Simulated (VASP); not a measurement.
# SrAlO4 (I4_1/a) in VASP: single point with PBE

Aim: the single point of SrAlO4 with PBE.

Everything below comes from runs of VASP 6.6.1. Logs are shortened: lines on timing, memory, paths and dates and some standing lists are left out, and cuts for length are marked.

**1. The cell of the first run**

The structure is tetragonal, space group I4_1/a (No. 88). The conventional cell has a = 5.316 Å, b = 5.316 Å, c = 11.326 Å, α = 90.00°, β = 90.00°, γ = 90.00°. Sr (site symmetry -4) has 8 O at 2.54 to 2.80 Å within 3.3 Å. Within 2.5 Å of Al (site symmetry -4) lie 8 O at 1.79 to 2.49 Å. Within 2.6 Å of O (site symmetry 1) lie 2 Al at 1.79 to 2.49 Å and 1 O at 1.93 Å and 1 Sr at 2.54 Å.

**2. Single point, PBE**

INCAR

```
ALGO     = Normal         # electronic algorithm
EDIFF    = 1E-6           # SCF threshold, eV
ENCUT    = 600            # plane-wave cutoff, eV
GGA      = PE             # functional
GGA_COMPAT= False        
ISIF     = 2              # what is computed and relaxed
ISMEAR   = 0              # smearing method
LASPH    = True           # aspherical terms in the spheres
LCHARG   = False          # write CHGCAR
LREAL    = False          # projectors in reciprocal space
LWAVE    = False          # write WAVECAR
NBANDS   = 49             # bands
NELM     = 120            # most SCF steps
PREC     = Accurate       # precision mode
SIGMA    = 0.2            # smearing width, eV
```

KPOINTS

```
k-points
0
Gamma
  4 4 4
```

POSCAR

```
SrAlO4
1.0
   -2.6578450915      2.6578450915      5.6630266234
    2.6578450915     -2.6578450915      5.6630266234
    2.6578450915      2.6578450915     -5.6630266234
Sr Al O
2 2 8
Direct
    0.2500000000      0.7500000000      0.5000000000
    0.5000000000      0.5000000000      0.0000000000
    0.0000000000      0.0000000000      0.0000000000
    0.7500000000      0.2500000000      0.5000000000
    0.0729075478      0.6867901646     -0.0585219652
    0.8685704870      0.9270924522      0.6138826167
    0.7453121298      0.1314295130      1.0585219652
    0.3132098354      0.2546878702      0.3861173833
    0.6770924522      0.5632098354      0.5585219652
    0.0046878702      0.1185704870      0.4414780348
    0.4367901646      0.9953121298      0.1138826167
    0.8814295130      0.3229075478      0.8861173833
```

Potentials or basis: VASP PAW PBE potentials, release 64 (Sr_sv, Al, O).

Command:

```sh
$ cat potpaw_PBE.64/Sr_sv/POTCAR potpaw_PBE.64/Al/POTCAR potpaw_PBE.64/O/POTCAR > POTCAR
$ mpirun -np 1 vasp_std > vasp.out
```

OUTCAR:

```text
EDIFF = 1E-6
   ENCUT = 600
   GGA = PE
   ISIF = 2
   ISMEAR = 0
   LASPH = True
   LREAL = False
   NELM = 120
   PREC = Accurate

 ion  position               nearest neighbor table
   1  0.250  0.750  0.500-  11 2.54  12 2.54  10 2.54   9 2.54   6 2.80   5 2.80   7 2.80   8 2.80
                             4 3.76   4 3.76   4 3.76   4 3.76   3 3.88   3 3.88   2 3.88   2 3.88
   2  0.500  0.500  0.000-   8 2.54   6 2.54   7 2.54   5 2.54  12 2.80   9 2.80  10 2.80  11 2.80
                             3 3.76   3 3.76   3 3.76   3 3.76   1 3.88   1 3.88   4 3.88   4 3.88
   3  0.000  0.000  0.000-   8 1.79   7 1.79   5 1.79   6 1.79  12 2.49  10 2.49   9 2.49  11 2.49
                             2 3.76   2 3.76   2 3.76   2 3.76   1 3.88   1 3.88   1 3.88   1 3.88
   4  0.750  0.250  0.500-  11 1.79  10 1.79   9 1.79  12 1.79   6 2.49   7 2.49   5 2.49   8 2.49
                             1 3.76   1 3.76   1 3.76   1 3.76   2 3.88   2 3.88   2 3.88   2 3.88
   5  0.073  0.687  0.941-   3 1.79   9 1.93   4 2.49   2 2.54   1 2.80
   6  0.869  0.927  0.614-   3 1.79  12 1.93   4 2.49   2 2.54   1 2.80
   7  0.745  0.131  0.059-   3 1.79  10 1.93   4 2.49   2 2.54   1 2.80
   8  0.313  0.255  0.386-   3 1.79  11 1.93   4 2.49   2 2.54   1 2.80
   9  0.677  0.563  0.559-   4 1.79   5 1.93   3 2.49   1 2.54   2 2.80
  10  0.005  0.119  0.441-   4 1.79   7 1.93   3 2.49   1 2.54   2 2.80
  11  0.437  0.995  0.114-   4 1.79   8 1.93   3 2.49   1 2.54   2 2.80
  12  0.881  0.323  0.886-   4 1.79   6 1.93   3 2.49   1 2.54   2 2.80

  LATTYP: Found a body centered tetragonal cell.
 ALAT       =     5.3156901830
 C/A-ratio  =     2.1306834779

  Lattice vectors:

 A1 = (  -2.6578450915,   2.6578450915,   5.6630266234)
 A2 = (   2.6578450915,  -2.6578450915,   5.6630266234)
 A3 = (   2.6578450915,   2.6578450915,  -5.6630266234)

Analysis of symmetry for initial positions (statically):
=====================================================================
 Subroutine PRICEL returns:
 Original cell was already a primitive cell.

 Routine SETGRP: Setting up the symmetry group for a
 body centered tetragonal supercell.

 Subroutine GETGRP returns: Found  8 space group operations
 (whereof  4 operations were pure point group operations)
 out of a pool of 16 trial point group operations.

The static configuration has the point symmetry S_4 .
 The point group associated with its full space group is C_4h.

Analysis of symmetry for dynamics (positions and initial velocities):
=====================================================================
 Subroutine PRICEL returns:
 Original cell was already a primitive cell.

 Routine SETGRP: Setting up the symmetry group for a
[... 132 lines left out ...]
   EFERMI_NEDOS =   21; number of points for ismear=-14 and -15
   IALGO  =     38    algorithm
   IMIX   =      4    mixing-type and parameters
     AMIX     =   0.40;   BMIX     =  1.00
     AMIX_MAG =   1.60;   BMIX_MAG =  1.00
  volume/ion in A,a.u.               =      13.33        89.99
  Fermi-wavevector in a.u.,A,eV,Ry     =   1.265988  2.392370 21.806390  1.602724
  Thomas-Fermi vector in A             =   2.399212
   LORBIT       =      0    0 simple, 1 ext, 2 COOP (PROOUT), +10 PAW based schemes
   GGA     = PE    functional components
   LHFCALC =     F    Hartree Fock is set to
   AEXX    =    0.0000 exact exchange contribution
   IVDW    =     0    specifies the selected vdW correction
   LEPSILON=     F    determine dielectric tensor
   LRPA    =     F    only Hartree local field effects (RPA)
 non-spin polarized calculation
 Gauss-broadening in eV      SIGMA  =   0.20
  energy-cutoff  :      600.00
  volume of cell :      160.02
 maximum number of plane-waves:      5362
   NGX = 27   NGY = 27   NGZ = 27

 number of electron      74.0000007 magnetization

 Free energy of the ion-electron system (eV)
  ---------------------------------------------------
  ext. energy  EPLUGINS =         0.00000000
  ---------------------------------------------------
  free energy    TOTEN  =       -70.93818058 eV

  energy without entropy =      -70.67667542  energy(sigma->0) =      -70.80742800

 E-fermi :   2.6250     XC(G=0):  -9.8294

 val. band max:        2.6218087585   @ k =  -0.2500   0.5000   0.2500
 cond. band min:       2.6302143540   @ k =   0.2500   0.2500   0.0000
 fundamental gap:      0.0084055955
 Fermi energy:         2.6249636479

 k-point     1 :       0.0000    0.0000    0.0000
  band No.  band energies     occupation
      1     -30.8897      2.00000
      2     -30.8494      2.00000
      3     -16.5714      2.00000
      4     -15.9410      2.00000
      5     -15.5898      2.00000
      6     -15.5898      2.00000
[... 717 lines left out ...]
     48      10.4629      0.00000
     49      11.1034      0.00000

------------------------ aborting loop because EDIFF is reached ----------------------------------------

  FORCE on cell =-STRESS in cart. coord.  units (eV):
  Direction    XX          YY          ZZ          XY          YZ          ZX
  --------------------------------------------------------------------------------------
  -------------------------------------------------------------------------------------
  Total       -0.0774361     -0.0774361     -0.4982853     -0.0000018      0.0000000      0.0000000
  in kB       -0.7753293     -0.7753293     -4.9890835     -0.0000180      0.0000000      0.0000000
  external PRESSURE =      -2.1799140 kB  Pullay stress =       0.0000000 kB

 VOLUME and BASIS-vectors are now :
 -----------------------------------------------------------------------------
  energy-cutoff  :      600.00
  volume of cell :      160.02
      direct lattice vectors                 reciprocal lattice vectors
    -2.657845092  2.657845092  5.663026623     0.000000000  0.188122326  0.088292009
     2.657845092 -2.657845092  5.663026623     0.188122326  0.000000000  0.088292009
     2.657845092  2.657845092 -5.663026623     0.188122326  0.188122326  0.000000000

 POSITION                                       TOTAL-FORCE (eV/Angst)
 -----------------------------------------------------------------------------------
      2.65785      0.00000      2.83151         0.000000      0.000000     -0.000000
      0.00000      0.00000      5.66303        -0.000000      0.000000     -0.000000
      0.00000      0.00000      0.00000         0.000000      0.000000     -0.000000
      0.00000      2.65785      2.83151        -0.000000      0.000000     -0.000000
      4.13391      0.87070     -1.02943         0.029171     -0.006754      0.028706
      1.78715      1.47606      6.69245         0.006754      0.029171     -0.028706
     -1.47606      1.78715      4.63360        -0.029171      0.006754      0.028706
      0.87070      1.18178      1.02943        -0.006754     -0.029171     -0.028706
      1.18178      1.78715      3.86094        -0.029171      0.006754     -0.028706
      1.47606      0.87070     -1.80209         0.029171     -0.006754     -0.028706
      1.78715     -1.18178      7.46511         0.006754      0.029171      0.028706
      0.87070      3.83963      1.80209        -0.006754     -0.029171      0.028706
 -----------------------------------------------------------------------------------
    total drift:                                0.000000      0.000000     -0.000000

  FREE ENERGIE OF THE ION-ELECTRON SYSTEM (eV)
  ---------------------------------------------------
  free  energy   TOTEN  =       -70.9381805835 eV

  energy  without entropy=      -70.6766754170  energy(sigma->0) =      -70.80742800
```

OSZICAR:

```text
N       E                     dE             d eps       ncg     rms          rms(c)
DAV:   1     0.496835583710E+03    0.49684E+03   -0.42110E+04  1372   0.159E+03
DAV:   2    -0.373229624982E+02   -0.53416E+03   -0.51944E+03  1690   0.344E+02
DAV:   3    -0.757215621692E+02   -0.38399E+02   -0.37946E+02  1832   0.895E+01
DAV:   4    -0.769072199735E+02   -0.11857E+01   -0.11820E+01  2048   0.132E+01
DAV:   5    -0.769464765262E+02   -0.39257E-01   -0.39246E-01  1824   0.188E+00    0.235E+01
DAV:   6    -0.711141932254E+02    0.58323E+01   -0.20488E+01  1616   0.179E+01    0.173E+01
DAV:   7    -0.709384754228E+02    0.17572E+00   -0.12049E+00  1952   0.437E+00    0.910E+00
DAV:   8    -0.709283269874E+02    0.10148E-01   -0.26497E-01  1624   0.287E+00    0.741E-01
DAV:   9    -0.709331975165E+02   -0.48705E-02   -0.51234E-02  1624   0.102E+00    0.312E-01
DAV:  10    -0.709374818489E+02   -0.42843E-02   -0.73821E-03  1968   0.394E-01    0.930E-02
DAV:  11    -0.709380265731E+02   -0.54472E-03   -0.55936E-04  1680   0.109E-01    0.408E-02
DAV:  12    -0.709381719792E+02   -0.14541E-03   -0.19011E-04  1680   0.675E-02    0.139E-02
DAV:  13    -0.709381802711E+02   -0.82920E-05   -0.18908E-05  1816   0.196E-02    0.842E-03
DAV:  14    -0.709381805835E+02   -0.31237E-06   -0.35458E-06  1408   0.902E-03
   1 F= -.70938181E+02 E0= -.70807428E+02  d E =-.261505E+00
```

stdout:

```text
POSCAR found type information on POSCAR SrAlO
 POSCAR found :  3 types and      12 ions
 scaLAPACK will be used
 LDA part: xc-table for (Slater+PW92), standard interpolation
 POSCAR, INCAR and KPOINTS ok, starting setup
 FFT: planning ... GRIDC
 FFT: planning ... GRID_SOFT
 FFT: planning ... GRID
 WAVECAR not read
 entering main loop
```

It took 7.4 min on 1 thread of Intel Xeon 8259CL, shared host; peak memory 0.46 GiB.

Results:

```
Free energy            : -70.9382 eV
Pressure               : -0.2 GPa
Largest force          : 0.041 eV/Å
Band gap on the k mesh : zero (bands 37 and 38 overlap by 0.23 eV)
```

Forces in eV/Å, atoms in the order of the input:
```
Sr   0.000  0.000  0.000
Sr   0.000  0.000  0.000
Al   0.000  0.000  0.000
Al   0.000  0.000  0.000
O    0.029 -0.007  0.029
O    0.007  0.029 -0.029
O   -0.029  0.007  0.029
O   -0.007 -0.029 -0.029
O   -0.029  0.007 -0.029
O    0.029 -0.007 -0.029
O    0.007  0.029  0.029
O   -0.007 -0.029  0.029
```

Levels at points of the mesh, in eV from the Fermi level:
```tsv
k point	band 34	band 35	band 36	band 37	band 38	band 39	band 40	band 41
(0.00, 0.00, 0.00)	-1.55	-1.33	-0.58	0.15	0.20	0.40	0.40	4.38
(0.50, 0.00, 0.00)	-1.31	-1.27	-0.79	-0.11	0.14	0.15	0.37	5.50
(0.50, 0.50, 0.00)	-1.37	-1.14	-1.14	-0.05	-0.05	0.15	0.15	5.73
(0.50, 0.50, 0.50)	-1.30	-1.12	-1.12	-0.09	-0.09	0.34	0.34	5.28
```
